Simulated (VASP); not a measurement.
# TaN: elastic constants with PBEsol

Crystal: TaN.

```
Ta N
1.0
     2.93800    0.00000    0.00000
    -1.46900    2.54438    0.00000
     0.00000    0.00000    2.88300
Ta N
1 1
Direct
  0.00000 0.00000 0.50000
  0.66667 0.33333 0.00000
```

- Program: VASP 6.6.1
- Task: elastic constants
- Functional: PBEsol
- Potentials or basis: VASP PAW PBE potentials, release 64 (Ta_pv, N)
- Cutoff: 600 eV
- k mesh: 10 × 10 × 8
- Occupations: fermi-dirac, width 0.05 eV
- Spin: no spin polarisation
- Dipole correction: no
- Ions in elastic constants: relaxed
- Further INCAR settings: ALGO = Normal; EDIFF = 1e-08; IBRION = 6; POTIM = 0.015; NSW = 1; ISIF = 3

| Quantity | Value |
| --- | --- |
| Voigt bulk modulus | 351 GPa |
| Highest phonon frequency at Γ, LO-TO splitting left out | 538 cm⁻¹ |

Phonon frequencies in cm⁻¹ (negative: imaginary):
| q point | frequencies |
| --- | --- |
| (0.000, 0.000, 0.000) | 0 0 0 523 523 538 |

Elastic tensor in Voigt notation (GPa, in the Cartesian axes of the cell as first typed):
```
649 211 151   0   0   0
211 649 151   0   0   0
151 151 834   0   0   0
  0   0   0 245   0   0
  0   0   0   0 245   0
  0   0   0   0   0 219
```

Clamped-ion elastic tensor (GPa):
```
651 209 151   0   0   0
209 651 151   0   0   0
151 151 834   0   0   0
  0   0   0 245   0   0
  0   0   0   0 245   0
  0   0   0   0   0 221
```

Run time: 3.2 min on 1 thread of Intel(R) Xeon(R) 6975P-C (Granite Rapids), on a shared host, peak memory 0.3 GiB.

Caveat: the cell is under stress, which shifts elastic constants; the PAW data sets were made with another functional, which shifts forces and pressure a little.
